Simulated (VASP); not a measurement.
Pt: single point with PBE

The system is Pt.

```
CELL_PARAMETERS angstrom
0.00000 1.98643 1.98643
1.98643 0.00000 1.98643
1.98643 1.98643 0.00000
ATOMIC_POSITIONS crystal
Pt 0.00000 0.00000 0.00000
```

| Property | Result |
| --- | --- |
| Program | VASP 6.6.1 |
| Task | single point |
| Functional | PBE |
| Potentials or basis | VASP PAW PBE potentials, release 64 (Pt) |
| Cutoff | 520 eV |
| k mesh | 18 × 18 × 18 |
| Occupations | fermi-dirac, width 0.05 eV |
| Spin | non-collinear spin, zero start, spin-orbit coupling |
| Starting moments | [[0.0, 0.0, 0.0]] μB |
| Dipole correction | no |
| Further INCAR settings | ALGO = Normal; EDIFF = 1e-06; NBANDS = 21 |

```yaml
Pressure: -0.1 GPa
Net_moment: 0.00 μB per cell
Valence_electrons_inside_the_program's_atomic_spheres: Pt 9.20
```

Moments on the atoms (μB; x, y, z):
```
Pt  0.00 0.00 0.00
```

Wall time 45 s on 1 thread of Intel(R) Xeon(R) 6975P-C (Granite Rapids), with other jobs on the host, peak memory 0.26 GiB.
